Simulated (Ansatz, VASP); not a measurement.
## SiC: VASP beside Ansatz

```
CELL_PARAMETERS angstrom
3.07569 0.00000 0.00000
-1.53785 2.66363 0.00000
0.00000 0.00000 10.07065
ATOMIC_POSITIONS crystal
Si 0.66667 0.33333 0.93784
Si 0.33333 0.66667 0.43784
Si 0.00000 0.00000 0.68789
Si 0.00000 0.00000 0.18789
C 0.66667 0.33333 0.74980
C 0.33333 0.66667 0.24980
C 0.00000 0.00000 0.50046
C 0.00000 0.00000 0.00046
```

Alike in both runs: task single point; functional LDA; k mesh 6 × 6 × 2; occupations gaussian, width 0.1 eV; no spin polarisation.

```csv
,VASP,Ansatz
version,VASP 6.6.1,Ansatz 0.2.0
potentials or method,"VASP PAW LDA potentials, release 64 (Si, C), cutoff 520 eV","scalar-relativistic, plane waves, PAW"
valence electrons in the cell,32,32
```

|  | VASP | Ansatz | Ansatz less VASP |
| --- | --- | --- | --- |
| gap on the k mesh at the Fermi level (eV) | 2.16 | 2.17 | +0.010 |
| least direct gap on the mesh (eV) | 3.29 | 3.30 | +0.011 |
| pressure (GPa) | -3.4 | -3.8 | -0.39 |
| traceless stress, the component that is largest in VASP (GPa) | -0.12 | -0.13 | -0.009 |
| rms of the force components (eV/Å) | 0.004 | 0.004 | -0.0001 |

LDA's correlation is that of Perdew and Zunger in VASP and of Perdew and Wang (1992) in Ansatz. Atom by atom the forces differ by 0.000 eV/Å (rms over components).
